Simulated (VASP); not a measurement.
# CaF2 (R-3m) in VASP: single point with r2SCAN

Aim: the single point of CaF2 with r2SCAN.

All numbers are computed with VASP 6.6.1; they aren't measurements. Logs are shortened: lines on timing, memory, paths and dates and some standing lists are left out, and cuts for length are marked.

## Step 1: The cell of the first run

The typed cell holds 3 atoms: a = 3.849 Å, b = 3.849 Å, c = 3.845 Å, α = 59.96°, β = 120.04°, γ = 120.00°.

## Step 2: Single point, r2SCAN

Contents of POSCAR:

```
CaF2
1.0
    3.8492788677      0.0000000000      0.0000000000
   -1.9246394338      3.3335732857      0.0000000000
   -1.9246394338      1.1111910952      3.1372278570
Ca F
1 2
Direct
    0.0000000000      0.0000000000      0.0000000000
    0.7500000000      0.2500000000      0.2500000000
    0.2500000000      0.7500000000      0.7500000000
```

Contents of INCAR.step1:

```
SYSTEM = CaF2
PREC = Accurate
ENCUT = 520
ISMEAR = 0
SIGMA = 0.02
LREAL = .False.
LASPH = .True.
NELM = 100
NBANDS = 19
GGA = PE
ALGO = Normal
EDIFF = 1E-4
LWAVE = .True.
LCHARG = .False.
```

Contents of INCAR.step2:

```
SYSTEM = CaF2
PREC = Accurate
ENCUT = 520
EDIFF = 1E-7
ISMEAR = 0
SIGMA = 0.02
LREAL = .False.
LASPH = .True.
NELM = 100
ALGO = Normal
ISIF = 2
LWAVE = .False.
LCHARG = .False.
METAGGA = R2SCAN
LMIXTAU = .True.
NBANDS = 19
ISTART = 1
```

Contents of KPOINTS:

```
Automatic mesh
0
Gamma
  9 9 9
  0 0 0
```

Potentials or basis: VASP PAW PBE potentials, release 64 (Ca_sv, F).

Launch:

```bash
$ cat potpaw_PBE.64/Ca_sv/POTCAR potpaw_PBE.64/F/POTCAR > POTCAR
$ cp INCAR.step1 INCAR
$ mpirun -np 1 vasp_std > vasp.out
$ cp INCAR.step2 INCAR
$ mpirun -np 1 vasp_std > vasp.out
```

OUTCAR:

```text
SYSTEM = CaF2
   PREC = Accurate
   ENCUT = 520
   EDIFF = 1E-7
   ISMEAR = 0
   LREAL = .False.
   LASPH = .True.
   NELM = 100
   ISIF = 2
   METAGGA = R2SCAN
   ISTART = 1

 ion  position               nearest neighbor table
   1  0.000  0.000  0.000-   3 2.35   2 2.35   3 2.36   2 2.36   2 2.36   3 2.36   2 2.36   3 2.36

   2  0.750  0.250  0.250-   1 2.35   1 2.36   1 2.36   1 2.36
   3  0.250  0.750  0.750-   1 2.35   1 2.36   1 2.36   1 2.36

  LATTYP: Found a trigonal (rhomboedric) cell.
 ALAT       =     3.8446301808
 COS(alpha) =     0.4987901314

  Lattice vectors:

 A1 = (   0.0000000000,  -2.2223821905,   3.1372278570)
 A2 = (   1.9246394339,   1.1111910952,   3.1372278570)
 A3 = (  -1.9246394338,   1.1111910952,   3.1372278570)

Analysis of symmetry for initial positions (statically):
=====================================================================
 Subroutine PRICEL returns:
 Original cell was already a primitive cell.

 Routine SETGRP: Setting up the symmetry group for a
 trigonal (rhombohedral) supercell.

 Subroutine GETGRP returns: Found 12 space group operations
 (whereof 12 operations were pure point group operations)
 out of a pool of 12 trial point group operations.

The static configuration has the point symmetry D_3d.

Analysis of symmetry for dynamics (positions and initial velocities):
=====================================================================
 Subroutine PRICEL returns:
 Original cell was already a primitive cell.

 Routine SETGRP: Setting up the symmetry group for a
 trigonal (rhombohedral) supercell.

 Subroutine GETGRP returns: Found 12 space group operations
 (whereof 12 operations were pure point group operations)
 out of a pool of 12 trial point group operations.

The dynamic configuration has the point symmetry D_3d.

 Subroutine INISYM returns: Found 12 space group operations
 (whereof 12 operations are pure point group operations),
 and found     1 'primitive' translations

----------------------------------------------------------------------------------------

                                     Primitive cell

  volume of cell :      40.2564

  direct lattice vectors                    reciprocal lattice vectors
     3.849278868  0.000000000  0.000000000     0.259788920  0.149989203  0.106250916
    -1.924639434  3.333573286  0.000000000     0.000000000  0.299978406 -0.106250916
    -1.924639434  1.111191095  3.137227857     0.000000000  0.000000000  0.318752748

  length of vectors
     3.849278868  3.849278868  3.844630181     0.318239377  0.318239377  0.318752748

  position of ions in fractional coordinates (direct lattice)
     0.000000000  0.000000000  0.000000000
     0.750000000  0.250000000  0.250000000
     0.250000000  0.750000000  0.750000000

  ion indices of the primitive-cell ions
   primitive index   ion index
                 1           1
                 2           2
                 3           3

----------------------------------------------------------------------------------------

 KPOINTS: Automatic mesh

Automatic generation of k-mesh.
 Grid dimensions read from file:
 generate k-points for:    9    9    9

 Generating k-lattice:

  Cartesian coordinates                     Fractional coordinates (reciprocal lattice)
     0.028865436  0.016665467  0.011805657     0.111111111  0.000000000  0.000000000
     0.000000000  0.033330934 -0.011805657     0.000000000  0.111111111  0.000000000
     0.000000000  0.000000000  0.035416972     0.000000000  0.000000000  0.111111111

  Length of vectors
     0.035359931  0.035359931  0.035416972

  Shift w.r.t. Gamma in fractional coordinates (k-lattice)
     0.000000000  0.000000000  0.000000000

 Subroutine IBZKPT returns following result:
 ===========================================

 Found     85 irreducible k-points:

 Following reciprocal coordinates:
            Coordinates               Weight
  0.000000  0.000000  0.000000      1.000000
  0.111111  0.000000  0.000000      6.000000
  0.222222  0.000000  0.000000      6.000000
  0.333333  0.000000  0.000000      6.000000
  0.444444  0.000000  0.000000      6.000000
  0.111111  0.111111  0.000000      6.000000
[... 16 lines left out ...]
 -0.333333  0.333333  0.000000      6.000000
  0.444444  0.444444 -0.000000      6.000000
 [... further k-points ...]
   k-points           NKPTS =     85   k-points in BZ     NKDIM =     85   number of bands    NBANDS=     19
   number of dos      NEDOS =    301   number of ions     NIONS =      3
   total plane-waves  NPLWV =  27000
   dimension x,y,z NGX =    30 NGY =   30 NGZ =   30
   dimension x,y,z NGXF=    60 NGYF=   60 NGZF=   60
   ions per type =               1   2
   NGX,Y,Z   is equivalent  to a cutoff of  12.96, 12.96, 12.97 a.u.
   NGXF,Y,Z  is equivalent  to a cutoff of  25.91, 25.91, 25.94 a.u.
 SYSTEM =  CaF2
   PREC   = accura    normal or accurate (medium, high low for compatibility)
   ISTART =      1    job   : 0-new  1-cont  2-samecut
   ICHARG =      0    charge: 1-file 2-atom 10-const
   ISPIN  =      1    spin polarized calculation?
   LNONCOLLINEAR =      F non collinear calculations
   LSORBIT =      F    spin-orbit coupling
   LASPH  =      T    aspherical Exc in radial PAW
   ENCUT  =  520.0 eV  38.22 Ry    6.18 a.u.   7.16  7.16  7.15*2*pi/ulx,y,z
   NELM   =    100;   NELMIN=  2; NELMDL=  0     # of ELM steps
   EDIFF  = 0.1E-06   stopping-criterion for ELM
   LREAL  =      F    real-space projection
   EDIFFG = 0.1E-05   stopping-criterion for IOM
   NSW    =      0    number of steps for IOM
   IBRION =     -1    ionic relax: 0-MD 1-quasi-New 2-CG
   NFREE  =      0    steps in history (QN), initial steepest desc. (CG)
   ISIF   =      2    stress and relaxation
   ISYM   =      2    0-nonsym 1-usesym 2-fastsym
   POTIM  = 0.5000    time-step for ionic-motion
   TEBEG  =    0.0;   TEEND  =   0.0 temperature during run
   PSTRESS=    0.0 pullay stress
   NELECT =      24.0000    total number of electrons
   NUPDOWN=      -1.0000    fix difference up-down
   EMIN   =  10.00;   EMAX   =-10.00  energy-range for DOS
   EFERMI =   0.00;   METHOD = LEGACY
   ISMEAR =     0;   SIGMA  =   0.02  broadening in eV -4-tet -1-fermi 0-gaus
   EFERMI_NEDOS =   21; number of points for ismear=-14 and -15
   IALGO  =     38    algorithm
   IMIX   =      4    mixing-type and parameters
     AMIX     =   0.40;   BMIX     =  1.00
     AMIX_MAG =   1.60;   BMIX_MAG =  1.00
  volume/ion in A,a.u.               =      13.42        90.55
  Fermi-wavevector in a.u.,A,eV,Ry     =   1.377844  2.603748 25.830042  1.898454
  Thomas-Fermi vector in A             =   2.502960
   LORBIT       =      0    0 simple, 1 ext, 2 COOP (PROOUT), +10 PAW based schemes
   METAGGA = R2SCAN    functional components
   LHFCALC =     F    Hartree Fock is set to
   AEXX    =    0.0000 exact exchange contribution
   IVDW    =     0    specifies the selected vdW correction
   LEPSILON=     F    determine dielectric tensor
   LRPA    =     F    only Hartree local field effects (RPA)
 non-spin polarized calculation
 Gauss-broadening in eV      SIGMA  =   0.02
  energy-cutoff  :      520.00
  volume of cell :       40.26
 maximum number of plane-waves:      1094
 NGX is ok and might be reduce to    30
   NGX = 15   NGY = 15   NGZ = 15

 number of electron      23.9999984 magnetization

 Free energy of the ion-electron system (eV)
  ---------------------------------------------------
  ext. energy  EPLUGINS =         0.00000000
  ---------------------------------------------------
  free energy    TOTEN  =       -25.94842641 eV

  energy without entropy =      -25.94842641  energy(sigma->0) =      -25.94842641

 E-fermi :  -1.3671     XC(G=0): -10.3090

 val. band max:       -1.4952415800   @ k =   0.4444  -0.4444   0.1111
 cond. band min:       6.5394167140   @ k =   0.0000   0.0000   0.0000
 fundamental gap:      8.0346582941
 Fermi energy:        -1.3670536836

 k-point     1 :       0.0000    0.0000    0.0000
  band No.  band energies     occupation
      1     -38.6699      2.00000
      2     -22.5700      2.00000
      3     -21.8037      2.00000
      4     -18.7329      2.00000
      5     -18.7329      2.00000
      6     -18.7325      2.00000
[... 11 lines left out ...]
     18      10.7827      0.00000
     19      16.4371      0.00000

 k-point     2 :       0.1111    0.0000    0.0000
  band No.  band energies     occupation
      1     -38.6656      2.00000
      2     -22.5937      2.00000
      3     -21.8337      2.00000
      4     -18.7381      2.00000
      5     -18.7378      2.00000
      6     -18.6883      2.00000
[... 11 lines left out ...]
     18      10.7478      0.00000
     19      15.8438      0.00000

 k-point     3 :       0.2222    0.0000    0.0000
  band No.  band energies     occupation
      1     -38.6550      2.00000
      2     -22.6352      2.00000
      3     -21.9310      2.00000
      4     -18.7510      2.00000
      5     -18.7509      2.00000
      6     -18.5697      2.00000
[... 11 lines left out ...]
     18      10.6630      0.00000
     19      14.7193      0.00000

 k-point     4 :       0.3333    0.0000    0.0000
  band No.  band energies     occupation
      1     -38.6428      2.00000
      2     -22.6487      2.00000
      3     -22.0788      2.00000
      4     -18.7657      2.00000
      5     -18.7656      2.00000
      6     -18.4270      2.00000
[... 11 lines left out ...]
     18      10.5673      0.00000
     19      13.8038      0.00000

 k-point     5 :       0.4444    0.0000    0.0000
  band No.  band energies     occupation
      1     -38.6349      2.00000
      2     -22.6266      2.00000
      3     -22.2066      2.00000
      4     -18.7753      2.00000
      5     -18.7751      2.00000
      6     -18.3305      2.00000
[... 11 lines left out ...]
     18      10.5056      0.00000
     19      13.4773      0.00000
[... 334 lines left out ...]
      2     -22.6861      2.00000
      3     -22.2742      2.00000
      4     -18.8223      2.00000
      5     -18.6896      2.00000
      6     -18.2801      2.00000
[... 11 lines left out ...]
     18      12.7950      0.00000
     19      14.4464      0.00000

 k-point    22 :      -0.4444    0.3333    0.0000
  band No.  band energies     occupation
      1     -38.6271      2.00000
      2     -22.7682      2.00000
      3     -22.1207      2.00000
      4     -18.8254      2.00000
      5     -18.7886      2.00000
      6     -18.2383      2.00000
[... 11 lines left out ...]
     18      11.4801      0.00000
     19      15.3788      0.00000

 k-point    23 :      -0.3333    0.3333    0.0000
  band No.  band energies     occupation
      1     -38.6338      2.00000
      2     -22.7673      2.00000
      3     -22.0332      2.00000
      4     -18.8152      2.00000
      5     -18.8147      2.00000
      6     -18.2885      2.00000
[... 11 lines left out ...]
     18      10.4734      0.00000
     19      16.0631      0.00000

 k-point    24 :       0.4444    0.4444   -0.0000
  band No.  band energies     occupation
      1     -38.6218      2.00000
      2     -22.7893      2.00000
      3     -22.1587      2.00000
      4     -18.8373      2.00000
      5     -18.7969      2.00000
      6     -18.1759      2.00000
[... 11 lines left out ...]
     18      13.2764      0.00000
     19      14.0681      0.00000

 [... further k-points ...]
[... 5 lines left out ...]
  --------------------------------------------------------------------------------------
  -------------------------------------------------------------------------------------
  Total        0.1232860      0.1232860      0.1670798      0.0000000     -0.0000000      0.0000000
  in kB        4.9066921      4.9066921      6.6496555      0.0000000     -0.0000000      0.0000000
  external PRESSURE =       5.4876799 kB  Pullay stress =       0.0000000 kB

 VOLUME and BASIS-vectors are now :
 -----------------------------------------------------------------------------
  energy-cutoff  :      520.00
  volume of cell :       40.26
      direct lattice vectors                 reciprocal lattice vectors
     3.849278868  0.000000000  0.000000000     0.259788920  0.149989203  0.106250916
    -1.924639434  3.333573286  0.000000000     0.000000000  0.299978406 -0.106250916
    -1.924639434  1.111191095  3.137227857     0.000000000  0.000000000  0.318752748

 POSITION                                       TOTAL-FORCE (eV/Angst)
 -----------------------------------------------------------------------------------
      0.00000      0.00000      0.00000         0.000000      0.000000      0.000000
      1.92464      1.11119      0.78431        -0.000000      0.000000     -0.006828
     -1.92464      3.33357      2.35292         0.000000     -0.000000      0.006828
 -----------------------------------------------------------------------------------
    total drift:                               -0.000000      0.000000      0.000000

  FREE ENERGIE OF THE ION-ELECTRON SYSTEM (eV)
  ---------------------------------------------------
  free  energy   TOTEN  =       -25.9484264067 eV

  energy  without entropy=      -25.9484264067  energy(sigma->0) =      -25.94842641
```

Run time: 5.3 min. Hardware: 1 thread of Intel Xeon Platinum 8124M at 3.00GHz (Skylake/Cascade Lake), shared host; peak memory 0.21 GiB.

Results:

```yaml
Free_energy: -25.9484 eV
Pressure: 0.5 GPa
Largest_force: 0.007 eV/Å
Band_gap_on_the_k_mesh: 8.03 eV, indirect (least direct gap 8.28 eV)
```

Forces on the atoms (eV/Å):
```
Ca   0.000  0.000  0.000
F    0.000  0.000 -0.007
F    0.000  0.000  0.007
```

Caveat: the PAW data sets were made with another functional, which shifts forces and pressure a little.
